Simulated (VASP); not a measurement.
Write the native input for VASP 6.6.1 that does the following.

```yaml
Task: single point
Functional: LDA
Potentials_or_basis: VASP PAW LDA potentials, release 64 (Ir_sv_GW)
Cutoff: 560 eV
k_mesh: 18 × 18 × 10
Occupations: gaussian, width 0.15 eV
Spin: no spin polarisation
Dipole_correction: no
Further_INCAR_settings: ALGO = Normal; EDIFF = 1e-06; NBANDS = 24
```

The structure of Ir lies in POSCAR:

```
Ir
1.0
    2.7684000000      0.0000000000      0.0000000000
   -1.3842000000      2.3975047278      0.0000000000
    0.0000000000      0.0000000000      4.5325000000
Ir
2
Direct
    0.6666666667      0.3333333333      0.7500000000
    0.3333333333      0.6666666667      0.2500000000
```

This isn't the form of Ir at room conditions, which is fcc.

The input as run:

INCAR

```
PREC = Accurate
ENCUT = 560
EDIFF = 1E-6
ISMEAR = 0
SIGMA = 0.15
LREAL = False
LASPH = True
NELM = 120
ALGO = Normal
ISIF = 2
LWAVE = False
LCHARG = True
LELF = True
LVHAR = True
NBANDS = 24
GGA_COMPAT = False
```

KPOINTS

```
regular mesh
0
Gamma
  18 18 10
```

Potentials or basis: VASP PAW LDA potentials, release 64 (Ir_sv_GW).

The run is started by

```bash
$ cat potpaw_LDA.64/Ir_sv_GW/POTCAR > POTCAR
$ mpirun -np 1 vasp_std > vasp.out
```

Results of the run:

```yaml
Pressure: -26.4 GPa
Band_gap_on_the_k_mesh: zero (bands 17 and 18 overlap by 3.08 eV)
```

Caveat: the cell stands under tension; spin-orbit coupling is left out, which moves the levels of the heavy elements.

Wall time 82 s on 1 thread of Intel(R) Xeon(R) Platinum 8375C CPU @ 2.90GHz (Ice Lake) (shared host), peak memory 0.26 GiB.
